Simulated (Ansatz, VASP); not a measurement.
**Two plane-wave programs on Te3As4**

```xyz
7
Lattice="-3.7321 3.7321 3.7321 3.7321 -3.7321 3.7321 3.7321 3.7321 -3.7321" Properties=species:S:1:pos:R:3 pbc="T T T"
Te    3.7321    0.0000    0.0000
Te    0.0000    3.7321    0.0000
Te    0.0000    0.0000    3.7321
As    1.8660    1.8660    1.8660
As    1.8660    1.8660   -1.8660
As    1.8660   -1.8660    1.8660
As   -1.8660    1.8660    1.8660
```

Alike in both runs: task relaxation of cell and atoms; functional PBE; k mesh 4 × 4 × 4; occupations gaussian, width 0.1 eV; no spin polarisation.

|  | VASP | Ansatz |
| --- | --- | --- |
| version | VASP 6.6.1 | Ansatz 0.2.0 |
| potentials or method | VASP PAW PBE potentials, release 64 (Te, As), cutoff 600 eV | scalar-relativistic, plane waves, PAW |
| valence electrons in the cell | 38 | 108 |

|  | VASP | Ansatz | Ansatz less VASP |
| --- | --- | --- | --- |
| gap on the k mesh at the Fermi level, each at its own relaxed structure (eV) | none | none | - |
| relaxed volume (Å³/atom) | 25.43 | 25.57 | +0.139 |
| relaxed cell length with the largest relative difference (Å) | 6.138 | 6.149 | +0.0111 |

A gap of «none» marks a metal or a gap that the smearing closes. VASP's potentials hold 38 valence electrons a cell and Ansatz's 108, so a difference there can come from the potentials and not from the codes.

Neither program's run includes spin-orbit coupling.
